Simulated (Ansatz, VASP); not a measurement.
**SiO: VASP beside Ansatz**

File INCAR:

```
ALGO = Normal
EDIFF = 1E-6
ENCUT = 520
GGA = PE
ISIF = 2
ISMEAR = -1
LASPH = T
LCHARG = F
LREAL = F
LWAVE = F
NBANDS = 12
NELM = 80
PREC = Accurate
SIGMA = 0.05
```

File KPOINTS:

```
k-points
0
Gamma
  8 8 8
```

Contents of POSCAR:

```
SiO
1.0
    0.0000000000      2.4579764000      2.4336400000
    2.4579764000      0.0000000000      2.4336400000
    2.4579764000      2.4579764000      0.0000000000
Si O
1 1
Direct
    0.7500000000      0.7500000000      0.7500000000
    0.0000000000      0.0000000000      0.0000000000
```

File input.yaml:

```yaml
crystal:
  lattice:
    - [0.0, 2.4579764, 2.43364]
    - [2.4579764, 0.0, 2.43364]
    - [2.4579764, 2.4579764, 0.0]
  atoms:
    - { symbol: Si, position: [0.75, 0.75, 0.75] }
    - { symbol: O, position: [0.0, 0.0, 0.0] }
hamiltonian:
  xc: pbe
  pseudopotentials: { kind: paw }
kpoints:
  mp_grid: { grid: [8, 8, 8] }
  band_path:
    path:
      - [[0.0, 0.0, 0.0], [0.0, 0.5, 0.5], [0.255025, 0.5, 0.755025], [0.3775125, 0.3775125, 0.755025], [0.0, 0.0, 0.0], [-0.5, -0.5, 0.0], [-0.3775125, -0.3775125, 0.244975], [0.0, 0.0, 0.5], [-0.25, 0.25, 0.5], [-0.5, -0.255025, 0.244975], [-0.5, -0.5, 0.0]]
      - [[0.0, 0.5, 0.5], [-0.25, 0.25, 0.5]]
    npoints: 14
scf:
  occupations: { method: fermi_dirac, width: 0.05 }
  n_extra_bands: 6
output:
  forces: true
  stress: true
  eigenvalues: true
  fatbands: true
  write_density: true
  write_potential: true
  elf: true
  volumetric_format: npy
```

Alike in both runs: functional PBE; k mesh 8 × 8 × 8; occupations fermi-dirac, width 0.05 eV; no spin polarisation.

|  | VASP | Ansatz |
| --- | --- | --- |
| version | VASP 6.6.1 | Ansatz 0.2.0 |
| potentials or method | VASP PAW PBE potentials, release 64 (Si, O) | Ansatz PAW |
| plane-wave cutoff (eV) | 520 | 420 |
| valence electrons in the cell | 10 | 10 |
| task | single point | band structure |

|  | VASP | Ansatz | Ansatz less VASP |
| --- | --- | --- | --- |
| gap on the k mesh at the Fermi level (eV) | none | none | - |
| pressure (GPa) | -1.2 | -1.2 | -0.01 |
| traceless stress, the component that is largest in VASP (GPa) | -0.21 | -0.21 | +0.004 |

A gap of «none» marks a metal or a gap that the smearing closes.
